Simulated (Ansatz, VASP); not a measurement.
# Sb: VASP beside Ansatz

The input INCAR:

```
  PREC = Accurate
  ENCUT = 520
  EDIFF = 1E-6
  ISMEAR = 0
  SIGMA = 0.05
  LREAL = F
  LASPH = T
  NELM = 100
  ALGO = Normal
  ISIF = 2
  LWAVE = F
  LCHARG = F
  LDIPOL = T
  IDIPOL = 3
  DIPOL = 0.5 0.5 0.388
  GGA = PE
  IVDW = 12
  NBANDS = 18
```

The input KPOINTS:

```
Automatic mesh
0
Gamma
  9 9 1
```

Contents of POSCAR:

```
Sb
1.0
    4.0686848921      0.0000000000      0.0000000000
   -2.0343424461      3.5235844766      0.0000000000
    0.0000000000      0.0000000000     20.8000277116
Sb
4
Direct
    0.3333333333      0.6666666667      0.2956733491
    0.6666666667      0.3333333333      0.2163458656
    0.4444444444      1.8888888889      0.5600967399
    0.7777777778      1.5555555556      0.4807692564
```

Input for Ansatz:

```yaml
crystal:
  lattice:
    - [4.0686848921, 0.0, 0.0]
    - [-2.0343424461, 3.5235844766, 0.0]
    - [0.0, 0.0, 20.8000277116]
  atoms:
    - { symbol: Sb, position: [0.3333333333, 0.6666666667, 0.2956733491] }
    - { symbol: Sb, position: [0.6666666667, 0.3333333333, 0.2163458656] }
    - { symbol: Sb, position: [0.4444444444, 1.8888888889, 0.5600967399] }
    - { symbol: Sb, position: [0.7777777778, 1.5555555556, 0.4807692564] }
basis:
  ecutwfc: 420
kpoints:
  mp_grid: { grid: [9, 9, 1] }
hamiltonian:
  xc: pbe
  dispersion: d3bj
scf:
  occupations: { method: gaussian, width: 0.05 }
output:
  forces: true
  eigenvalues: true
efield:
  axis: 3
  dipole_correction: true
  ramp_width: 0.04
```

Alike in both runs: task single point; functional PBE; dispersion D3(BJ); k mesh 9 × 9 × 1; occupations gaussian, width 0.05 eV; no spin polarisation.

|  | VASP | Ansatz |
| --- | --- | --- |
| version | VASP 6.6.1 | Ansatz 0.2.0 |
| potentials or method | VASP PAW PBE potentials, release 64 (Sb), cutoff 520 eV | scalar-relativistic, plane waves, PAW |
| valence electrons in the cell | 20 | 60 |

VASP gave:

| Item | Value |
| --- | --- |
| gap on the k mesh at the Fermi level (eV) | 0.87 |
| least direct gap on the mesh (eV) | 1.47 |
| rms of the force components (eV/Å) | 0.084 |

**Question.** Estimate Ansatz's values.

**Answer.** gap on the k mesh at the Fermi level (eV): 0.86; least direct gap on the mesh (eV): 1.50; rms of the force components (eV/Å): 0.046.

Atom by atom the forces differ by 0.049 eV/Å (rms over components). VASP's potentials hold 20 valence electrons a cell and Ansatz's 60, so a difference there can come from the potentials and not from the codes.

Neither program's run includes spin-orbit coupling.
